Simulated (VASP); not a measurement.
Here is a VASP 6.6.1 calculation.

INCAR

```
  PREC = Accurate
  ENCUT = 520
  EDIFF = 1E-6
  ISMEAR = 0
  SIGMA = 0.1
  LREAL = False
  LASPH = True
  NELM = 60
  ALGO = Fast
  ISIF = 2
  LWAVE = False
  LCHARG = False
  GGA = PE
  NBANDS = 22
```

Contents of KPOINTS:

```
Automatic mesh
0
Gamma
  18 18 10
```

The input POSCAR:

```
Rh
1.0
    2.7245411432      0.0000000000      0.0000000000
   -1.3622705716      2.3595218437      0.0000000000
    0.0000000000      0.0000000000      4.3857155972
Rh
2
Direct
    0.3333333333      0.6666666667      0.2500000000
    0.6666666667      0.3333333333      0.7500000000
```

Potentials or basis: VASP PAW PBE potentials, release 64 (Rh_pv).

The run is started by

```sh
$ cat potpaw_PBE.64/Rh_pv/POTCAR > POTCAR
$ mpirun -np 1 vasp_std > vasp.out
```

Question: Predict the band gap on the k mesh.

Answer: Zero (bands 15 and 16 overlap by 2.32 eV).

Question: Predict the pressure.

Answer: 0.0 GPa.
